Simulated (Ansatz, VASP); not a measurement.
**Two plane-wave programs on GaIr5**

```
CELL_PARAMETERS angstrom
2.76330 0.00000 0.00000
0.00000 2.76330 0.00000
0.00000 0.00000 11.36563
ATOMIC_POSITIONS crystal
Ga 0.50000 0.50000 0.00000
Ir 0.50000 0.50000 0.33159
Ir 0.50000 0.50000 0.66841
Ir 0.00000 0.00000 0.16249
Ir 0.00000 0.00000 0.83751
Ir 0.00000 0.00000 0.50000
```

Change from the starting cell: species swapped into the Hf5Pb type (P4/mmm, No. 123).

Alike in both runs: functional PBE; k mesh 12 × 12 × 4; occupations gaussian, width 0.1 eV; no spin polarisation.

Ansatz relaxed the structure, and its values are those at the end. VASP's run is a single point on that final structure, the one shown.

|  | VASP | Ansatz |
| --- | --- | --- |
| version | VASP 6.6.1 | Ansatz 0.2.0 |
| potentials or method | VASP PAW PBE potentials, release 64 (Ga_d, Ir), cutoff 520 eV | scalar-relativistic, plane waves, PAW |
| valence electrons in the cell | 58 | 98 |

Ansatz gave:

```
gap on the k mesh at the Fermi level (eV) : none
pressure (GPa)                            : 0.0
```

Q: What did VASP give for the same quantities?

A: gap on the k mesh at the Fermi level (eV): none; pressure (GPa): 0.5.

A gap of «none» marks a metal or a gap that the smearing closes. VASP's potentials hold 58 valence electrons a cell and Ansatz's 98, so a difference there can come from the potentials and not from the codes.

Spin-orbit coupling is off throughout.
